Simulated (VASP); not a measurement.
Write the native input for VASP 6.6.1 that does the following.

```yaml
Task: single point
Functional: PBE
Potentials_or_basis: VASP PAW PBE potentials, release 64 (Cu, Au)
Cutoff: 520 eV
k_mesh: 18 × 18 × 14
Occupations: gaussian, width 0.15 eV
Spin: no spin polarisation
Dipole_correction: no
Further_INCAR_settings: ALGO = Fast; EDIFF = 1e-07; NBANDS = 18
```

The structure of CuAu lies in POSCAR:

```
CuAu
1.0
    2.7580000000      0.0000000000      0.0000000000
    0.0000000000      2.7580000000      0.0000000000
    0.0000000000      0.0000000000      3.5599000000
Cu Au
1 1
Direct
    0.5000000000      0.5000000000      0.5000000000
    0.0000000000      0.0000000000      0.0000000000
```

This cell differs from its parent crystal: strain -0.015 along x and y, -0.030 along z.

These files were run (other wordings do the same):

INCAR

```
SYSTEM = CuAu
  ALGO = Fast
  EDIFF = 1E-7
  ENCUT = 520
  GGA = PE
  ISIF = 2
  ISMEAR = 0
  LASPH = .TRUE.
  LCHARG = .TRUE.
  LELF = .TRUE.
  LREAL = .FALSE.
  LVHAR = .TRUE.
  LWAVE = .FALSE.
  NBANDS = 18
  NELM = 100
  PREC = Accurate
  SIGMA = 0.15
```

KPOINTS

```
k-points
0
G
  18 18 14
  0 0 0
```

Potentials or basis: VASP PAW PBE potentials, release 64 (Cu, Au).

Launch:

```console
$ cat potpaw_PBE.64/Cu/POTCAR potpaw_PBE.64/Au/POTCAR > POTCAR
$ mpirun -np 1 vasp_std > vasp.out
```

Results of the run:

The pressure is 19.1 GPa. The band gap on the k mesh is zero (band 11 reaches 15.44 eV, above the bottom of band 12 at 7.69 eV).

Caveat: the cell differs from its parent crystal (strain -0.015 along x and y, -0.030 along z); spin-orbit coupling is left out, which moves the levels of the heavy elements.

Run time: 100 s on 1 thread of Intel(R) Xeon(R) Platinum 8481C CPU @ 2.70GHz (Sapphire Rapids) (shared host), peak memory 0.33 GiB.
